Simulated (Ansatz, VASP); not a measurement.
## Hf3B5 in VASP and in Ansatz

File INCAR:

```
ALGO = Normal
EDIFF = 1E-6
EDIFFG = -0.01
ENCUT = 600
GGA = PE
IBRION = 2
ISIF = 3
ISMEAR = 0
LASPH = True
LCHARG = False
LREAL = False
LWAVE = False
NELM = 60
NSW = 100
PREC = Accurate
SIGMA = 0.1
```

Contents of KPOINTS:

```
k-points
0
Gamma
  10 10 10
```

POSCAR

```
Hf3B5
1.0
   -2.8669309800      2.8669309800      2.8669309800
    2.8669309800     -2.8669309800      2.8669309800
    2.8669309800      2.8669309800     -2.8669309800
Hf B
3 5
Direct
    0.0000000000      0.5000000000      0.5000000000
    0.5000000000      0.5000000000      0.0000000000
    0.5000000000      0.0000000000      0.5000000000
    0.0000000000      0.0000000000      0.0000000000
    0.0000000000      0.0000000000      0.5000000000
    0.0000000000      0.5000000000      0.0000000000
    0.5000000000      0.0000000000      0.0000000000
    0.5000000000      0.5000000000      0.5000000000
```

Input for Ansatz:

```yaml
crystal:
  lattice:
    - [-2.86693098, 2.86693098, 2.86693098]
    - [2.86693098, -2.86693098, 2.86693098]
    - [2.86693098, 2.86693098, -2.86693098]
  atoms:
    - { symbol: Hf, position: [0.0, 0.5, 0.5] }
    - { symbol: Hf, position: [0.5, 0.5, 0.0] }
    - { symbol: Hf, position: [0.5, 0.0, 0.5] }
    - { symbol: B, position: [0.0, 0.0, 0.0] }
    - { symbol: B, position: [0.0, 0.0, 0.5] }
    - { symbol: B, position: [0.0, 0.5, 0.0] }
    - { symbol: B, position: [0.5, 0.0, 0.0] }
    - { symbol: B, position: [0.5, 0.5, 0.5] }
basis:
  ecutwfc: 420
kpoints:
  mp_grid: { grid: [10, 10, 10] }
hamiltonian:
  xc: pbe
scf:
  occupations: { method: gaussian, width: 0.1 }
output:
  forces: true
  stress: true
  eigenvalues: true
  write_density: true
  write_potential: true
  elf: true
  volumetric_format: npy
relax:
  adjacent_minimum: "off"
  f_tol: 0.01
  max_steps: 80
  cell: { stress_tol: 0.05 }
```

Change from the starting cell: species swapped into the Fe5Co3 type (Im-3m, No. 229).

Alike in both runs: task relaxation of cell and atoms; functional PBE; k mesh 10 × 10 × 10; occupations gaussian, width 0.1 eV; no spin polarisation.

```csv
,VASP,Ansatz
version,VASP 6.6.1,Ansatz 0.2.0
potentials or method,"VASP PAW PBE potentials, release 64 (Hf_pv, B), cutoff 600 eV","scalar-relativistic, plane waves, PAW"
valence electrons in the cell,45,93
```

```tsv
	VASP	Ansatz	Ansatz less VASP
gap on the k mesh at the Fermi level, each at its own relaxed structure (eV)	none	none	-
relaxed volume (Å³/atom)	12.00	12.01	+0.010
relaxed length of the cell vector where the two differ most in proportion (Å)	4.995	4.997	+0.0014
```

A gap of «none» marks a metal or a gap that the smearing closes. VASP's potentials hold 45 valence electrons a cell and Ansatz's 93, so a difference there can come from the potentials and not from the codes.

Neither program's run includes spin-orbit coupling.
